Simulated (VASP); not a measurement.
Input of a VASP 6.6.1 run:

Contents of INCAR:

```
SYSTEM = MgCd2Se3
PREC     = Accurate       ! precision mode
ENCUT    = 520            ! plane-wave cutoff, eV
EDIFF    = 1E-6           ! SCF threshold, eV
ISMEAR   = 0              ! smearing method
SIGMA    = 0.1            ! smearing width, eV
LREAL    = .False.        ! projectors in reciprocal space
LASPH    = .True.         ! aspherical terms in the spheres
NELM     = 100            ! most SCF steps
ALGO     = Normal         ! electronic algorithm
ISIF     = 2              ! what is computed and relaxed
LWAVE    = .False.        ! write WAVECAR
LCHARG   = .True.         ! write CHGCAR
GGA      = PE             ! functional
LELF     = .True.         ! ELF
LVHAR    = .True.       
NBANDS   = 31             ! bands
```

KPOINTS

```
Automatic mesh
0
Gamma
  6 6 6
  0 0 0
```

The input POSCAR:

```
MgCd2Se3
1.0
   -2.0052467005      2.0052467005      8.5169928169
    2.0052467005     -2.0052467005      8.5169928169
    2.0052467005      2.0052467005     -8.5169928169
Mg Cd Se
1 2 3
Direct
    0.5000000000      0.5000000000      0.0000000000
    0.8331835308      0.8331835308      0.0000000000
    0.1668164692      0.1668164692      0.0000000000
    0.0000000000      0.0000000000      0.0000000000
    0.6637538547      0.6637538547      0.0000000000
    0.3362461453      0.3362461453      0.0000000000
```

Potentials or basis: VASP PAW PBE potentials, release 64 (Mg, Cd, Se).

The run is started by

```bash
$ cat potpaw_PBE.64/Mg/POTCAR potpaw_PBE.64/Cd/POTCAR potpaw_PBE.64/Se/POTCAR > POTCAR
$ mpirun -np 1 vasp_std > vasp.out
```

(1) Predict the largest force.

(2) Predict the pressure.

(3) Estimate the band gap on the k mesh.

## Answers

(1) 0.029 eV/Å.

(2) 0.2 GPa.

(3) zero (bands 22 and 23 overlap by 0.06 eV).

Caveat: semilocal functionals underestimate gaps, so a narrow gap can read as zero.
